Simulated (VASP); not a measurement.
Cu: single point with PBEsol

Cu:

```xyz
1
Lattice="-1.3770 1.3770 1.3770 1.3770 -1.3770 1.3770 1.3770 1.3770 -1.3770" Properties=species:S:1:pos:R:3 pbc="T T T"
Cu    0.0000    0.0000    0.0000
```

This cell differs from its parent crystal: volume scaled by 0.92.

| Item | Value |
| --- | --- |
| Program | VASP 6.6.1 |
| Task | single point |
| Functional | PBEsol |
| Potentials or basis | VASP PAW PBE potentials, release 64 (Cu) |
| Cutoff | 520 eV |
| k mesh | 17 × 17 × 17 |
| Occupations | fermi-dirac, width 0.1 eV |
| Spin | no spin polarisation |
| Dipole correction | no |
| Further INCAR settings | ALGO = Normal; EDIFF = 1e-07; NBANDS = 12 |

```yaml
Pressure: 17.9 GPa
```

Levels at points of the mesh, in eV from the Fermi level:
```tsv
k point	band 3	band 4	band 5	band 6	band 7	band 8	band 9	band 10
(0.00, 0.00, 0.00)	-3.50	-3.50	-2.28	-2.28	26.25	26.25	26.25	30.91
```

Run time: 7.2 s on 1 thread of Intel(R) Xeon(R) 6975P-C (Granite Rapids), with other jobs on the host, peak memory 0.13 GiB.

Caveat: the PAW data sets were made with another functional, which shifts forces and pressure a little.
